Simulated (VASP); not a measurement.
# Tl (P6_3/mmc) in VASP: a series of runs

The runs below take Tl through single point, with PBEsol.

Everything below comes from runs of VASP 6.6.1. Logs are shortened: lines on timing, memory, paths and dates and some standing lists are left out, and cuts for length are marked.

## 1. The cell of the first run

It takes space group P6_3/mmc (No. 194, hexagonal). The conventional cell has a = 3.505 Å, b = 3.505 Å, c = 5.590 Å, α = 90.00°, β = 90.00°, γ = 120.00°. Within 4.5 Å of Tl (site symmetry -6m2) lie 12 Tl at 3.45 to 3.50 Å.

## 2. Single point, PBEsol (29.74 Å³/atom)

INCAR

```
SYSTEM = Tl
ALGO = Normal
EDIFF = 1E-6
ENCUT = 520
GGA = PS
ISIF = 2
ISMEAR = -1
LASPH = .TRUE.
LCHARG = .FALSE.
LREAL = .FALSE.
LWAVE = .FALSE.
NBANDS = 20
NELM = 60
PREC = Accurate
SIGMA = 0.1
```

KPOINTS

```
k-points
0
G
  17 17 10
  0 0 0
```

POSCAR

```
Tl
1.0
    3.5049939343      0.0000000000      0.0000000000
   -1.7524969671      3.0354137872      0.0000000000
    0.0000000000      0.0000000000      5.5903521265
Tl
2
Direct
    0.3333333333      0.6666666667      0.2500000000
    0.6666666667      0.3333333333      0.7500000000
```

Potentials or basis: VASP PAW PBE potentials, release 64 (Tl_d).

Command:

```
cat potpaw_PBE.64/Tl_d/POTCAR > POTCAR
mpirun -np 1 vasp_std > vasp.out
```

OUTCAR:

```text
SYSTEM = Tl
   EDIFF = 1E-6
   ENCUT = 520
   GGA = PS
   ISIF = 2
   ISMEAR = -1
   LASPH = .TRUE.
   LREAL = .FALSE.
   NELM = 60
   PREC = Accurate

 ion  position               nearest neighbor table
   1  0.333  0.667  0.250-   2 3.45   2 3.45   2 3.45   2 3.45   2 3.45   2 3.45
   2  0.667  0.333  0.750-   1 3.45   1 3.45   1 3.45   1 3.45   1 3.45   1 3.45

  LATTYP: Found a hexagonal cell.
 ALAT       =     3.5049939343
 C/A-ratio  =     1.5949677036

  Lattice vectors:

 A1 = (   3.5049939343,   0.0000000000,   0.0000000000)
 A2 = (  -1.7524969671,   3.0354137872,   0.0000000000)
 A3 = (   0.0000000000,   0.0000000000,   5.5903521265)

Analysis of symmetry for initial positions (statically):
=====================================================================
 Subroutine PRICEL returns:
 Original cell was already a primitive cell.

 Routine SETGRP: Setting up the symmetry group for a
 hexagonal supercell.

 Subroutine GETGRP returns: Found 24 space group operations
 (whereof 12 operations were pure point group operations)
 out of a pool of 24 trial point group operations.

The static configuration has the point symmetry D_3d.
 The point group associated with its full space group is D_6h.

Analysis of symmetry for dynamics (positions and initial velocities):
=====================================================================
 Subroutine PRICEL returns:
 Original cell was already a primitive cell.

 Routine SETGRP: Setting up the symmetry group for a
 hexagonal supercell.

 Subroutine GETGRP returns: Found 24 space group operations
 (whereof 12 operations were pure point group operations)
 out of a pool of 24 trial point group operations.

The dynamic configuration has the point symmetry D_3d.
 The point group associated with its full space group is D_6h.

 Subroutine INISYM returns: Found 24 space group operations
 (whereof 12 operations are pure point group operations),
 and found     1 'primitive' translations

----------------------------------------------------------------------------------------

                                     Primitive cell

  volume of cell :      59.4764

  direct lattice vectors                    reciprocal lattice vectors
     3.504993934  0.000000000  0.000000000     0.285307198  0.164722188  0.000000000
    -1.752496967  3.035413787  0.000000000     0.000000000  0.329444376  0.000000000
     0.000000000  0.000000000  5.590352127     0.000000000  0.000000000  0.178879609

  length of vectors
[... 80 lines left out ...]
   ENCUT  =  520.0 eV  38.22 Ry    6.18 a.u.   6.52  6.52 10.39*2*pi/ulx,y,z
   NELM   =     60;   NELMIN=  2; NELMDL= -5     # of ELM steps
   EDIFF  = 0.1E-05   stopping-criterion for ELM
   LREAL  =      F    real-space projection
   EDIFFG = 0.1E-04   stopping-criterion for IOM
   NSW    =      0    number of steps for IOM
   IBRION =     -1    ionic relax: 0-MD 1-quasi-New 2-CG
   NFREE  =      0    steps in history (QN), initial steepest desc. (CG)
   ISIF   =      2    stress and relaxation
   ISYM   =      2    0-nonsym 1-usesym 2-fastsym
   POTIM  = 0.5000    time-step for ionic-motion
   TEBEG  =    0.0;   TEEND  =   0.0 temperature during run
   PSTRESS=    0.0 pullay stress
   NELECT =      26.0000    total number of electrons
   NUPDOWN=      -1.0000    fix difference up-down
   EMIN   =  10.00;   EMAX   =-10.00  energy-range for DOS
   EFERMI =   0.00;   METHOD = LEGACY
   ISMEAR =    -1;   SIGMA  =   0.10  broadening in eV -4-tet -1-fermi 0-gaus
   EFERMI_NEDOS =   21; number of points for ismear=-14 and -15
   IALGO  =     38    algorithm
   IMIX   =      4    mixing-type and parameters
     AMIX     =   0.40;   BMIX     =  1.00
     AMIX_MAG =   1.60;   BMIX_MAG =  1.00
  volume/ion in A,a.u.               =      29.74       200.68
  Fermi-wavevector in a.u.,A,eV,Ry     =   1.242466  2.347920 21.003609  1.543722
  Thomas-Fermi vector in A             =   2.376819
   LORBIT       =      0    0 simple, 1 ext, 2 COOP (PROOUT), +10 PAW based schemes
   GGA     = PS    functional components
   LHFCALC =     F    Hartree Fock is set to
   AEXX    =    0.0000 exact exchange contribution
   IVDW    =     0    specifies the selected vdW correction
   LEPSILON=     F    determine dielectric tensor
   LRPA    =     F    only Hartree local field effects (RPA)
 non-spin polarized calculation
  energy-cutoff  :      520.00
  volume of cell :       59.48
 maximum number of plane-waves:      1640
 NGX is ok and might be reduce to    28
   NGX = 13   NGY = 13   NGZ = 21

 number of electron      26.0000002 magnetization

 Free energy of the ion-electron system (eV)
  ---------------------------------------------------
  ext. energy  EPLUGINS =         0.00000000
  ---------------------------------------------------
  free energy    TOTEN  =        -5.26793707 eV

  energy without entropy =       -5.23794541  energy(sigma->0) =       -5.25294124

 E-fermi :   5.9833     XC(G=0): -10.1718

 val. band max:        5.9637125414   @ k =   0.4118   0.0000   0.3000
 cond. band min:       6.0346066013   @ k =   0.4118   0.1765   0.2000
 fundamental gap:      0.0708940599
 Fermi energy:         5.9832877364

 k-point     1 :       0.0000    0.0000    0.0000
  band No.  band energies     occupation
      1      -5.6821      2.00000
      2      -5.4798      2.00000
      3      -5.4646      2.00000
      4      -5.4646      2.00000
      5      -5.4161      2.00000
      6      -5.4160      2.00000
[... 541 lines left out ...]
     19      14.8958      0.00000
     20      17.2710      0.00000

 [... further k-points ...]

------------------------ aborting loop because EDIFF is reached ----------------------------------------

  FORCE on cell =-STRESS in cart. coord.  units (eV):
  Direction    XX          YY          ZZ          XY          YZ          ZX
  --------------------------------------------------------------------------------------
  -------------------------------------------------------------------------------------
  Total       -0.4529710     -0.4529710     -0.5822757     -0.0000000     -0.0000000      0.0000000
  in kB      -12.2021583    -12.2021583    -15.6853740     -0.0000000     -0.0000000      0.0000000
  external PRESSURE =     -13.3632302 kB  Pullay stress =       0.0000000 kB

 VOLUME and BASIS-vectors are now :
 -----------------------------------------------------------------------------
  energy-cutoff  :      520.00
  volume of cell :       59.48
      direct lattice vectors                 reciprocal lattice vectors
     3.504993934  0.000000000  0.000000000     0.285307198  0.164722188  0.000000000
    -1.752496967  3.035413787  0.000000000     0.000000000  0.329444376  0.000000000
     0.000000000  0.000000000  5.590352127     0.000000000  0.000000000  0.178879609

 POSITION                                       TOTAL-FORCE (eV/Angst)
 -----------------------------------------------------------------------------------
     -0.00000      2.02361      1.39759        -0.000000     -0.000000      0.000000
      1.75250      1.01180      4.19276         0.000000      0.000000      0.000000
 -----------------------------------------------------------------------------------
    total drift:                                0.000000     -0.000000      0.000000

  FREE ENERGIE OF THE ION-ELECTRON SYSTEM (eV)
  ---------------------------------------------------
  free  energy   TOTEN  =        -5.2679370739 eV

  energy  without entropy=       -5.2379454090  energy(sigma->0) =       -5.25294124
```

OSZICAR:

```text
N       E                     dE             d eps       ncg     rms          rms(c)
DAV:   1     0.129662470160E+03    0.12966E+03   -0.14127E+04  7976   0.122E+03
DAV:   2    -0.274659562042E+01   -0.13241E+03   -0.12975E+03  8680   0.273E+02
DAV:   3    -0.532097082974E+01   -0.25744E+01   -0.25657E+01  9184   0.334E+01
DAV:   4    -0.533651517201E+01   -0.15544E-01   -0.15543E-01  8356   0.282E+00
DAV:   5    -0.533673673967E+01   -0.22157E-03   -0.22157E-03  8864   0.332E-01    0.265E+00
DAV:   6    -0.527850401888E+01    0.58233E-01   -0.10208E-01  8340   0.243E+00    0.190E+00
DAV:   7    -0.526863778568E+01    0.98662E-02   -0.35213E-02  8624   0.141E+00    0.807E-01
DAV:   8    -0.526793266503E+01    0.70512E-03   -0.17643E-03  8344   0.323E-01    0.453E-02
DAV:   9    -0.526793467725E+01   -0.20122E-05   -0.12971E-05  8868   0.308E-02    0.132E-02
DAV:  10    -0.526793702942E+01   -0.23522E-05   -0.25130E-06  6932   0.141E-02    0.127E-03
DAV:  11    -0.526793707386E+01   -0.44436E-07   -0.23530E-07  4256   0.377E-03
   1 F= -.52679371E+01 E0= -.52529412E+01  d E =-.299917E-01
```

stdout:

```text
POSCAR found type information on POSCAR Tl
 POSCAR found :  1 types and       2 ions
 scaLAPACK will be used
 -----------------------------------------------------------------------------
|                                                                             |
|                                                                             |
|     You enforced a specific xc type in the INCAR file but a different       |
|     I HOPE YOU KNOW WHAT YOU ARE DOING!                                     |
|                                                                             |
 -----------------------------------------------------------------------------

 LDA part: xc-table for (Slater+PW92), standard interpolation
 POSCAR, INCAR and KPOINTS ok, starting setup
 FFT: planning ... GRIDC
 FFT: planning ... GRID_SOFT
 FFT: planning ... GRID
 WAVECAR not read
 entering main loop
```

It took 77 s on 1 thread of Intel Xeon 6975P-C (Granite Rapids), shared host; peak memory 0.31 GiB.

Results:

* Free energy: -5.2679 eV
* Pressure: -1.3 GPa
* Band gap on the k mesh: zero (bands 13 and 14 overlap by 5.48 eV)

Stress tensor (GPa, compression positive):
```
-1.22  0.00  0.00
 0.00 -1.22  0.00
 0.00  0.00 -1.57
```

Caveat: the PAW data sets were made with another functional, which shifts forces and pressure a little; spin-orbit coupling is left out, which moves the levels of the heavy elements.

(Continued in part 2 of 2.)
